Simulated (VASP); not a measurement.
# TiCdH3 (R-3) in VASP: single point with PBE

Aim: the single point of TiCdH3 with PBE.

Program: VASP 6.6.1. These are calculated values, not measurements. Logs are shortened: lines on timing, memory, paths and dates and some standing lists are left out, and cuts for length are marked.

### 1 The cell of the first run

It takes space group R-3 (No. 148, trigonal). The conventional cell has a = 5.134 Å, b = 5.134 Å, c = 14.584 Å, α = 90.00°, β = 90.00°, γ = 120.00°. Within 2.5 Å of Cd (site symmetry 3) lie 6 H at 1.92 to 2.09 Å. Ti (site symmetry 3) has 6 H at 2.07 to 2.19 Å within 2.7 Å. H (site symmetry 1) has 2 Cd at 1.92 to 2.09 Å and 2 Ti at 2.07 to 2.19 Å within 2.5 Å.

### 2 Single point, PBE

File INCAR:

```
  ALGO = Normal
  EDIFF = 1E-7
  ENCUT = 520
  GGA = PE
  ISIF = 2
  ISMEAR = -1
  LASPH = T
  LCHARG = F
  LREAL = F
  LWAVE = F
  NBANDS = 38
  NELM = 80
  PREC = Accurate
  SIGMA = 0.1
```

File KPOINTS:

```
k-points
0
Gamma
  6 6 6
```

File POSCAR:

```
TiCdH3
1.0
    2.3149890000     -1.7067600000     -4.2532290000
    0.0000000000      2.8761420000     -4.2532290000
    3.3788100000      1.7067600000      4.2532290000
Cd Ti H
2 2 6
Direct
    0.3420000000      0.3420000000      0.0260000000
    0.6580000000      0.6580000000      0.9740000000
    0.1560000000      0.1560000000      0.4680000000
    0.8440000000      0.8440000000      0.5320000000
    0.5400000000      0.9700000000      0.7700000000
    0.2600000000      0.5400000000      0.7700000000
    0.9700000000      0.2600000000      0.7700000000
    0.4600000000      0.0300000000      0.2300000000
    0.7400000000      0.4600000000      0.2300000000
    0.0300000000      0.7400000000      0.2300000000
```

Potentials or basis: VASP PAW PBE potentials, release 64 (Cd, Ti_sv, H).

Command:

```
cat potpaw_PBE.64/Cd/POTCAR potpaw_PBE.64/Ti_sv/POTCAR potpaw_PBE.64/H/POTCAR > POTCAR
mpirun -np 1 vasp_std > vasp.out
```

OUTCAR:

```text
EDIFF = 1E-7
   ENCUT = 520
   GGA = PE
   ISIF = 2
   ISMEAR = -1
   LASPH = T
   LREAL = F
   NELM = 80
   PREC = Accurate

 ion  position               nearest neighbor table
   1  0.342  0.342  0.026-   6 1.92   7 1.92   5 1.92   8 2.09   9 2.09  10 2.09   3 2.71   2 2.98
                             2 2.98   2 2.98
   2  0.658  0.658  0.974-   9 1.92  10 1.92   8 1.92   5 2.09   6 2.09   7 2.09   4 2.71   1 2.98
                             1 2.98   1 2.98
   3  0.156  0.156  0.468-   1 2.71
   4  0.844  0.844  0.532-   2 2.71
   5  0.540  0.970  0.770-   1 1.92   2 2.09
   6  0.260  0.540  0.770-   1 1.92   2 2.09
   7  0.970  0.260  0.770-   1 1.92   2 2.09
   8  0.460  0.030  0.230-   2 1.92   1 2.09
   9  0.740  0.460  0.230-   2 1.92   1 2.09
  10  0.030  0.740  0.230-   2 1.92   1 2.09

  LATTYP: Found a trigonal (rhomboedric) cell.
 ALAT       =     5.6937990000
 COS(alpha) =     0.5934192554

  Lattice vectors:

 A1 = (   5.6937990000,   0.0000000000,   0.0000000000)
 A2 = (   3.3788100000,   4.5829020000,   0.0000000000)
 A3 = (   3.3788100000,   1.7067600000,   4.2532290000)

Analysis of symmetry for initial positions (statically):
=====================================================================
 Subroutine PRICEL returns:
 Original cell was already a primitive cell.

 Routine SETGRP: Setting up the symmetry group for a
 trigonal (rhombohedral) supercell.

 Subroutine GETGRP returns: Found  6 space group operations
 (whereof  6 operations were pure point group operations)
 out of a pool of 12 trial point group operations.

The static configuration has the point symmetry S_6 .

Analysis of symmetry for dynamics (positions and initial velocities):
=====================================================================
 Subroutine PRICEL returns:
 Original cell was already a primitive cell.

 Routine SETGRP: Setting up the symmetry group for a
 trigonal (rhombohedral) supercell.

 Subroutine GETGRP returns: Found  6 space group operations
 (whereof  6 operations were pure point group operations)
 out of a pool of 12 trial point group operations.

The dynamic configuration has the point symmetry S_6 .

 Subroutine INISYM returns: Found  6 space group operations
 (whereof  6 operations are pure point group operations),
 and found     1 'primitive' translations

[... 109 lines left out ...]
   NELM   =     80;   NELMIN=  2; NELMDL= -5     # of ELM steps
   EDIFF  = 0.1E-06   stopping-criterion for ELM
   LREAL  =      F    real-space projection
   EDIFFG = 0.1E-05   stopping-criterion for IOM
   NSW    =      0    number of steps for IOM
   IBRION =     -1    ionic relax: 0-MD 1-quasi-New 2-CG
   NFREE  =      0    steps in history (QN), initial steepest desc. (CG)
   ISIF   =      2    stress and relaxation
   ISYM   =      2    0-nonsym 1-usesym 2-fastsym
   POTIM  = 0.5000    time-step for ionic-motion
   TEBEG  =    0.0;   TEEND  =   0.0 temperature during run
   PSTRESS=    0.0 pullay stress
   NELECT =      54.0000    total number of electrons
   NUPDOWN=      -1.0000    fix difference up-down
   EMIN   =  10.00;   EMAX   =-10.00  energy-range for DOS
   EFERMI =   0.00;   METHOD = LEGACY
   ISMEAR =    -1;   SIGMA  =   0.10  broadening in eV -4-tet -1-fermi 0-gaus
   EFERMI_NEDOS =   21; number of points for ismear=-14 and -15
   IALGO  =     38    algorithm
   IMIX   =      4    mixing-type and parameters
     AMIX     =   0.40;   BMIX     =  1.00
     AMIX_MAG =   1.60;   BMIX_MAG =  1.00
  volume/ion in A,a.u.               =      11.10        74.90
  Fermi-wavevector in a.u.,A,eV,Ry     =   1.287614  2.433237 22.557767  1.657949
  Thomas-Fermi vector in A             =   2.419617
   LORBIT       =      0    0 simple, 1 ext, 2 COOP (PROOUT), +10 PAW based schemes
   GGA     = PE    functional components
   LHFCALC =     F    Hartree Fock is set to
   AEXX    =    0.0000 exact exchange contribution
   IVDW    =     0    specifies the selected vdW correction
   LEPSILON=     F    determine dielectric tensor
   LRPA    =     F    only Hartree local field effects (RPA)
 non-spin polarized calculation
  energy-cutoff  :      520.00
  volume of cell :      110.98
 maximum number of plane-waves:      3018
 NGX is ok and might be reduce to    40
   NGX = 19   NGY = 19   NGZ = 21

 number of electron      54.0000002 magnetization

 Free energy of the ion-electron system (eV)
  ---------------------------------------------------
  ext. energy  EPLUGINS =         0.00000000
  ---------------------------------------------------
  free energy    TOTEN  =       -34.13393664 eV

  energy without entropy =      -33.95142747  energy(sigma->0) =      -34.04268205

 E-fermi :   4.1750     XC(G=0): -10.2406

 val. band max:        4.1632762905   @ k =  -0.3333   0.1667   0.0000
 cond. band min:       4.1777009044   @ k =   0.5000   0.1667   0.1667
 fundamental gap:      0.0144246140
 Fermi energy:         4.1750180038

 k-point     1 :       0.0000    0.0000    0.0000
  band No.  band energies     occupation
      1     -52.9578      2.00000
      2     -52.9122      2.00000
      3     -29.3964      2.00000
      4     -29.3497      2.00000
      5     -29.2389      2.00000
      6     -29.2389      2.00000
[... 973 lines left out ...]
     37       8.0674      0.00000
     38       8.8894      0.00000

 [... further k-points ...]
[... 5 lines left out ...]
  --------------------------------------------------------------------------------------
  -------------------------------------------------------------------------------------
  Total        1.8202246      1.1648426      1.0429923      0.4444690      0.1518246      0.3005612
  in kB       26.2768972     16.8157552     15.0567150      6.4163869      2.1917514      4.3389237
  external PRESSURE =      19.3831225 kB  Pullay stress =       0.0000000 kB

 VOLUME and BASIS-vectors are now :
 -----------------------------------------------------------------------------
  energy-cutoff  :      520.00
  volume of cell :      110.98
      direct lattice vectors                 reciprocal lattice vectors
     2.314989000 -1.706760000 -4.253229000     0.175629663 -0.129485479 -0.087561386
     0.000000000  2.876142000 -4.253229000     0.000000000  0.218202353 -0.087561485
     3.378810000  1.706760000  4.253229000     0.175629663  0.088716874  0.059992614

 POSITION                                       TOTAL-FORCE (eV/Angst)
 -----------------------------------------------------------------------------------
      0.87958      0.44430     -2.79862         2.065406      1.043311      0.705513
      4.81422      2.43184     -1.45460        -2.065406     -1.043311     -0.705513
      1.94242      0.98119      0.66350         0.200167      0.101111      0.068374
      3.75138      1.89495     -4.91673        -0.200167     -0.101111     -0.068374
      3.85178      3.18241     -3.14739        -0.760436     -0.872938     -1.004130
      3.20358      2.42356     -0.12760        -1.463005      0.133856     -0.436186
      4.84722      0.40644     -1.95649        -1.153879     -0.966924      0.286671
      1.84202     -0.30627     -1.10584         0.760436      0.872938      1.004130
      2.49022      0.45258     -4.12563         1.463005     -0.133856      0.436186
      0.84658      2.46970     -2.29674         1.153879      0.966924     -0.286671
 -----------------------------------------------------------------------------------
    total drift:                               -0.000000      0.000000     -0.000000

  FREE ENERGIE OF THE ION-ELECTRON SYSTEM (eV)
  ---------------------------------------------------
  free  energy   TOTEN  =       -34.1339366372 eV

  energy  without entropy=      -33.9514274664  energy(sigma->0) =      -34.04268205
```

OSZICAR:

```text
N       E                     dE             d eps       ncg     rms          rms(c)
DAV:   1     0.578027968871E+03    0.57803E+03   -0.26849E+04  3048   0.153E+03
DAV:   2     0.154178612082E+02   -0.56261E+03   -0.54573E+03  3076   0.460E+02
DAV:   3    -0.332080654248E+02   -0.48626E+02   -0.47725E+02  4374   0.129E+02
DAV:   4    -0.382014643609E+02   -0.49934E+01   -0.49326E+01  4768   0.295E+01
DAV:   5    -0.384723728040E+02   -0.27091E+00   -0.27084E+00  3842   0.532E+00    0.187E+01
DAV:   6    -0.349925399030E+02    0.34798E+01   -0.16636E+01  4336   0.277E+01    0.911E+00
DAV:   7    -0.343339237791E+02    0.65862E+00   -0.39231E+00  3844   0.137E+01    0.933E+00
DAV:   8    -0.341284477828E+02    0.20548E+00   -0.98547E-01  3786   0.619E+00    0.217E+00
DAV:   9    -0.341321246644E+02   -0.36769E-02   -0.51912E-02  3954   0.155E+00    0.549E-01
DAV:  10    -0.341338044314E+02   -0.16798E-02   -0.30197E-03  4516   0.329E-01    0.133E-01
DAV:  11    -0.341339250647E+02   -0.12063E-03   -0.37880E-04  3936   0.141E-01    0.355E-02
DAV:  12    -0.341339360299E+02   -0.10965E-04   -0.31693E-05  4106   0.366E-02    0.142E-02
DAV:  13    -0.341339363167E+02   -0.28684E-06   -0.33248E-06  3846   0.120E-02    0.284E-03
DAV:  14    -0.341339366734E+02   -0.35668E-06   -0.43261E-07  3214   0.487E-03    0.700E-04
DAV:  15    -0.341339366372E+02    0.36202E-07   -0.82084E-08  2120   0.188E-03
   1 F= -.34133937E+02 E0= -.34042682E+02  d E =-.182509E+00
```

Wall time 3 min (1 thread of Intel Xeon Platinum 8375C at 2.90GHz (Ice Lake), shared host); peak memory 0.33 GiB.

What came out:

```
Free energy            : -34.1339 eV
Pressure               : 1.9 GPa
Largest force          : 2.419 eV/Å
Band gap on the k mesh : zero (band 27 reaches 4.19 eV, above the bottom of band 28 at 4.02 eV)
```

Forces on the atoms (eV/Å):
```
Cd   2.065  1.043  0.706
Cd  -2.065 -1.043 -0.706
Ti   0.200  0.101  0.068
Ti  -0.200 -0.101 -0.068
H   -0.760 -0.873 -1.004
H   -1.463  0.134 -0.436
H   -1.154 -0.967  0.287
H    0.760  0.873  1.004
H    1.463 -0.134  0.436
H    1.154  0.967 -0.287
```

Caveat: forces of over 1 eV/Å act on the atoms, so gaps and moduli don't describe the material at rest.
